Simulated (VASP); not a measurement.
# Mg in VASP: notebook, part 2 of 2

VASP 6.6.1.

### 5 Single point, PBE

This run uses another cell than the first one, of 195.08 Å³/atom, 1.375 times its volume.

INCAR reads:

```
SYSTEM = Mg
PREC     = Accurate       ! precision mode
ENCUT    = 520            ! plane-wave cutoff, eV
EDIFF    = 1E-7           ! SCF threshold, eV
ISMEAR   = -1             ! smearing method
SIGMA    = 0.05           ! smearing width, eV
LREAL    = .False.        ! projectors in reciprocal space
LASPH    = .True.         ! aspherical terms in the spheres
NELM     = 80             ! most SCF steps
ALGO     = Normal         ! electronic algorithm
ISIF     = 2              ! what is computed and relaxed
LWAVE    = .False.        ! write WAVECAR
LCHARG   = .False.        ! write CHGCAR
LDIPOL   = .True.       
IDIPOL   = 3            
DIPOL    = 0.5 0.5 0.500
GGA      = PE             ! functional
NBANDS   = 7              ! bands
```

KPOINTS reads:

```
Automatic mesh
0
Gamma
  12 12 1
  0 0 0
```

POSCAR reads:

```
Mg
1.0
    3.1998719893      0.0000000000      0.0000000000
   -1.5999359946      2.7711704316      0.0000000000
    0.0000000000      0.0000000000     22.0000000000
Mg
1
Direct
    0.0000000000      0.0000000000      0.5000000000
```

Potentials or basis: VASP PAW PBE potentials, release 64 (Mg).

Run with:

```bash
> cat potpaw_PBE.64/Mg/POTCAR > POTCAR
> mpirun -np 1 vasp_std > vasp.out
```

OUTCAR:

```text
SYSTEM = Mg
   PREC = Accurate
   ENCUT = 520
   EDIFF = 1E-7
   ISMEAR = -1
   LREAL = .False.
   LASPH = .True.
   NELM = 80
   ISIF = 2
   GGA = PE

 ion  position               nearest neighbor table
   1  0.000  0.000  0.500-

  LATTYP: Found a hexagonal cell.
 ALAT       =     3.1998719893
 C/A-ratio  =     6.8752750340

  Lattice vectors:

 A1 = (   3.1998719893,   0.0000000000,   0.0000000000)
 A2 = (  -1.5999359946,   2.7711704316,   0.0000000000)
 A3 = (   0.0000000000,   0.0000000000,  22.0000000000)

Analysis of symmetry for initial positions (statically):
=====================================================================
 Subroutine PRICEL returns:
 Original cell was already a primitive cell.

 Routine SETGRP: Setting up the symmetry group for a
 hexagonal supercell.

 Subroutine GETGRP returns: Found 24 space group operations
 (whereof 24 operations were pure point group operations)
 out of a pool of 24 trial point group operations.

The static configuration has the point symmetry D_6h.

[... 159 lines left out ...]
 cond. band min:      -2.6339650149   @ k =   0.3333   0.2500   0.0000
 fundamental gap:      0.0367976297
 Fermi energy:        -2.6372297527

 k-point     1 :       0.0000    0.0000    0.0000
  band No.  band energies     occupation
      1      -7.4808      2.00000
      2      -3.0628      1.99960
      3      -0.0964      0.00000
      4       0.7105      0.00000
      5       0.9401      0.00000
      6       1.9918      0.00000
      7       2.0286      0.00000
[... 171 lines left out ...]
 k-point    19 :       0.3333    0.3333    0.0000
  band No.  band energies     occupation
      1      -1.4941      0.00000
      2      -1.4941      0.00000
      3      -0.2865      0.00000
      4       2.7481      0.00000
      5       3.4770      0.00000
      6       3.4770      0.00000
      7       6.4107      0.00000

------------------------ aborting loop because EDIFF is reached ----------------------------------------

 vacuum level on the upper side and lower side of the slab       (xc-potential included)        -0.015        -0.015

  FORCE on cell =-STRESS in cart. coord.  units (eV):
  Direction    XX          YY          ZZ          XY          YZ          ZX
  --------------------------------------------------------------------------------------
  -------------------------------------------------------------------------------------
  Total       -0.7090728     -0.7090728     -0.0002647     -0.0000000     -0.0000000     -0.0000000
  in kB       -5.8234837     -5.8234837     -0.0021738     -0.0000000     -0.0000000     -0.0000000
  external PRESSURE =      -3.8830471 kB  Pullay stress =       0.0000000 kB

 VOLUME and BASIS-vectors are now :
 -----------------------------------------------------------------------------
  energy-cutoff  :      520.00
  volume of cell :      195.08
      direct lattice vectors                 reciprocal lattice vectors
     3.199871989  0.000000000  0.000000000     0.312512502  0.180429177  0.000000000
    -1.599935995  2.771170432  0.000000000     0.000000000  0.360858354  0.000000000
     0.000000000  0.000000000 22.000000000     0.000000000  0.000000000  0.045454545

 POSITION                                       TOTAL-FORCE (eV/Angst)
 -----------------------------------------------------------------------------------
      0.00000      0.00000     11.00000        -0.000000      0.000000      0.000000
 -----------------------------------------------------------------------------------
    total drift:                                0.000000     -0.000000      0.000000

  FREE ENERGIE OF THE ION-ELECTRON SYSTEM (eV)
  ---------------------------------------------------
  free  energy   TOTEN  =        -0.8673077410 eV

  energy  without entropy=       -0.8543195986  energy(sigma->0) =       -0.86081367

 vacuum level on the upper side and lower side of the slab         0.794         0.794
```

OSZICAR:

```text
N       E                     dE             d eps       ncg     rms          rms(c)
DAV:   1     0.205397579645E+01    0.20540E+01   -0.60144E+02   266   0.171E+02
DAV:   2    -0.858638227482E+00   -0.29126E+01   -0.24301E+01   357   0.143E+01
DAV:   3    -0.894771671756E+00   -0.36133E-01   -0.36124E-01   329   0.248E+00
DAV:   4    -0.895217437270E+00   -0.44577E-03   -0.44576E-03   378   0.275E-01
DAV:   5    -0.895231324452E+00   -0.13887E-04   -0.13887E-04   378   0.410E-02    0.975E-01
DAV:   6    -0.877701608126E+00    0.17530E-01   -0.79785E-03   350   0.223E-01    0.605E-01
DAV:   7    -0.866566899549E+00    0.11135E-01   -0.25106E-02   350   0.411E-01    0.767E-02
DAV:   8    -0.867082676209E+00   -0.51578E-03   -0.78278E-04   308   0.934E-02    0.430E-02
DAV:   9    -0.867141092094E+00   -0.58416E-04   -0.25425E-04   322   0.590E-02    0.188E-02
DAV:  10    -0.867133420089E+00    0.76720E-05   -0.89479E-05   322   0.193E-02    0.580E-03
DAV:  11    -0.867151014595E+00   -0.17595E-04   -0.89789E-05   322   0.224E-02    0.954E-03
DAV:  12    -0.867252448513E+00   -0.10143E-03   -0.25140E-05   287   0.166E-02    0.181E-03
DAV:  13    -0.867274596693E+00   -0.22148E-04   -0.37712E-06   294   0.815E-03    0.135E-03
DAV:  14    -0.867303241460E+00   -0.28645E-04   -0.24548E-06   308   0.407E-03    0.333E-04
DAV:  15    -0.867306875569E+00   -0.36341E-05   -0.24956E-07   336   0.129E-03    0.367E-04
DAV:  16    -0.867307495687E+00   -0.62012E-06   -0.34849E-08   322   0.459E-04    0.523E-05
DAV:  17    -0.867307729354E+00   -0.23367E-06   -0.13338E-08   287   0.169E-04    0.109E-05
DAV:  18    -0.867307740977E+00   -0.11623E-07   -0.93616E-10   322   0.431E-05
   1 F= -.86730774E+00 E0= -.86081367E+00  d E =-.129881E-01
```

Wall time 32 s (1 thread of Intel Xeon Platinum 8375C at 2.90GHz (Ice Lake), shared host); peak memory 0.29 GiB.

What came out:

| Property | Result |
| --- | --- |
| Free energy | -0.8673 eV |
| Band gap on the k mesh | zero (band 1 reaches -1.49 eV, above the bottom of band 2 at -3.06 eV) |

Levels at points of the mesh, in eV from the Fermi level:
| k point | band 1 | band 2 | band 3 | band 4 | band 5 |
| --- | --- | --- | --- | --- | --- |
| (0.00, 0.00, 0.00) | -4.84 | -0.43 | 2.54 | 3.35 | 3.58 |
| (0.50, 0.00, 0.00) | -0.36 | 0.28 | 4.08 | 4.49 | 7.29 |

### 6 Overview

```csv
cell,electric field (eV/Å),gap on the mesh (eV)
"a = 3.200, b = 3.200, c = 16.000 Å, angles 90.0, 90.0, 120.0°, 1 atom",-,none
"a = 3.200, b = 3.200, c = 16.000 Å, angles 90.0, 90.0, 120.0°, 1 atom",0.3,none
"a = 3.200, b = 3.200, c = 22.000 Å, angles 90.0, 90.0, 120.0°, 1 atom",-,none
```

Alike in all rows: task single point; level PBE; potentials or basis VASP PAW PBE potentials, release 64 (Mg); no spin polarisation; k mesh 12 × 12 × 1; cutoff (eV) 520; smearing fermi-dirac 0.05 eV.

Absolute energies hang on the potentials; compare differences alone.
